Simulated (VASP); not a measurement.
Runs of VASP 6.6.1 on SnO2. The structure is that of space group Fm-3m (No. 225), or close to it. The cells are those of the table. 

```tsv
level	cell	smearing	gap on the mesh (eV)	pressure (GPa)	largest force (eV/Å)
r2SCAN	a = 3.590 Å, angles 59.9°, 3 atoms	gaussian 0.01 eV	0.83	0.7	0.01
PBE	a = 3.590 Å, angles 59.9°, 3 atoms	fermi-dirac 0.02 eV	0.25	(b)	0.01
PBE	a = 3.583, b = 3.523, c = 3.523 Å, angles 61.1, 59.4, 59.4°, 3 atoms	fermi-dirac 0.02 eV	0.43	18.9	-
r2SCAN	a = 3.583, b = 3.523, c = 3.523 Å, angles 61.1, 59.4, 59.4°, 3 atoms	gaussian 0.01 eV	(a)	10.2	-
```

Alike in all rows: task single point; potentials or basis VASP PAW PBE potentials, release 64 (Sn_d, O); no spin polarisation; k mesh 8 × 8 × 8; cutoff (eV) 520.

Task: Fill in the values left out.

Result: (a) 1.02; (b) 9.3.

Caveats: spin-orbit coupling is left out, which moves the levels of the heavy elements; the cell stands under pressure (at least some runs); the PAW data sets were made with another functional, which shifts forces and pressure a little (at least some runs).

A k mesh can miss the band edges, and the runs leave out spin-orbit coupling on Sn.
